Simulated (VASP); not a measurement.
SnTe: single point with r2SCAN

The system is SnTe.

```
Sn Te
1.0
     0.00000    3.12422    3.12422
     3.12422    0.00000    3.12422
     3.12422    3.12422    0.00000
Sn Te
1 1
Direct
  0.00000 0.00000 0.00000
  0.50000 0.50000 0.50000
```

This cell differs from its parent crystal: volume changed by -6%.

```json
{
 "Program": "VASP 6.6.1",
 "Task": "single point",
 "Functional": "r2SCAN",
 "Potentials or basis": "VASP PAW PBE potentials, release 64 (Sn_d, Te)",
 "Cutoff": "520 eV",
 "k mesh": "6 × 6 × 6",
 "Occupations": "fermi-dirac, width 0.02 eV",
 "Spin": "no spin polarisation",
 "Dipole correction": "no",
 "Further INCAR settings": "ALGO = Normal; EDIFF = 1e-06; NBANDS = 17"
}
```

| Quantity | Value |
| --- | --- |
| Pressure | 3.0 GPa |
| Band gap on the k mesh | 0.06 eV, direct |

Levels at points of the mesh, in eV from the valence-band top:
```tsv
k point	band 6	band 7	band 8	band 9	band 10	band 11	band 12	band 13	band 14	band 15
(0.00, 0.00, 0.00)	-13.81	-4.73	-2.67	-2.67	-2.67	3.39	3.39	3.39	4.81	4.81
(0.50, 0.00, 0.00)	-12.38	-9.07	-2.29	-2.29	0.00	0.06	0.12	0.13	8.19	9.08
(0.50, 0.50, 0.00)	-12.02	-6.90	-6.28	-4.36	-4.36	2.11	5.15	5.15	6.83	9.15
```

Wall time 56 s on 1 thread of Intel Xeon 6975P-C (shared host), peak memory 0.22 GiB.

Caveat: the PAW data sets were made with another functional, which shifts forces and pressure a little; spin-orbit coupling is left out, which moves the levels of the heavy elements. A k mesh can miss the band edges.
